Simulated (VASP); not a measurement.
**TaN: single point with PBE**

TaN:

```xyz
2
Lattice="0.0000 2.1790 2.1790 2.1790 0.0000 2.1790 2.1790 2.1790 0.0000" Properties=species:S:1:pos:R:3 pbc="T T T"
Ta    2.1790    2.1790    2.1790
N     0.0219    0.0449   -0.0016
```

| Item | Value |
| --- | --- |
| Program | VASP 6.6.1 |
| Task | single point |
| Functional | PBE |
| Potentials or basis | VASP PAW PBE potentials, release 64 (Ta_pv, N) |
| Cutoff | 520 eV |
| k mesh | 12 × 12 × 12 |
| Occupations | gaussian, width 0.05 eV |
| Spin | no spin polarisation |
| Dipole correction | no |
| Further INCAR settings | ALGO = Normal; EDIFF = 1e-06; NBANDS = 15 |

```json
{
 "Pressure": "16.0 GPa",
 "Largest force": "0.439 eV/Å",
 "Band gap on the k mesh": "zero (bands 8 and 9 overlap by 4.08 eV)"
}
```

Forces in eV/Å, atoms in the order of the input:
```
Ta   0.205  0.388 -0.014
N   -0.205 -0.388  0.014
```

Stress tensor (GPa, compression positive):
```
15.96 -0.25  0.01
-0.25 16.36  0.02
 0.01  0.02 15.65
```

Levels at points of the mesh, in eV from the Fermi level:
| k point | band 4 | band 5 | band 6 | band 7 | band 8 | band 9 | band 10 | band 11 | band 12 | band 13 |
| --- | --- | --- | --- | --- | --- | --- | --- | --- | --- | --- |
| (0.00, 0.00, 0.00) | -19.04 | -3.94 | -3.93 | -3.91 | -2.13 | -2.04 | -2.04 | 0.14 | 0.20 | 1.80 |
| (0.50, 0.00, 0.00) | -15.85 | -10.55 | -7.72 | -7.71 | 2.03 | 2.04 | 2.13 | 3.94 | 7.83 | 7.90 |
| (0.00, 0.50, 0.00) | -15.85 | -10.55 | -7.72 | -7.71 | 2.03 | 2.04 | 2.13 | 3.94 | 7.83 | 7.90 |
| (0.00, 0.00, 0.50) | -15.86 | -10.54 | -7.73 | -7.73 | 2.04 | 2.05 | 2.13 | 3.97 | 7.85 | 7.91 |
| (0.50, 0.50, 0.50) | -15.86 | -10.54 | -7.73 | -7.72 | 2.03 | 2.05 | 2.13 | 3.97 | 7.85 | 7.90 |
| (0.50, 0.50, 0.00) | -17.77 | -6.65 | -5.75 | -4.67 | -4.49 | 2.29 | 3.76 | 3.76 | 4.86 | 7.18 |
| (0.00, 0.50, 0.50) | -17.77 | -6.65 | -5.73 | -4.66 | -4.52 | 2.28 | 3.76 | 3.76 | 4.86 | 7.15 |
| (0.50, 0.00, 0.50) | -17.77 | -6.64 | -5.64 | -4.66 | -4.62 | 2.27 | 3.76 | 3.76 | 4.85 | 7.07 |

Run time: 3 min on 1 thread of Intel Xeon 8259CL, on a shared host, peak memory 0.37 GiB.

Caveat: the cell stands under pressure; spin-orbit coupling is left out, which moves the levels of the heavy elements.
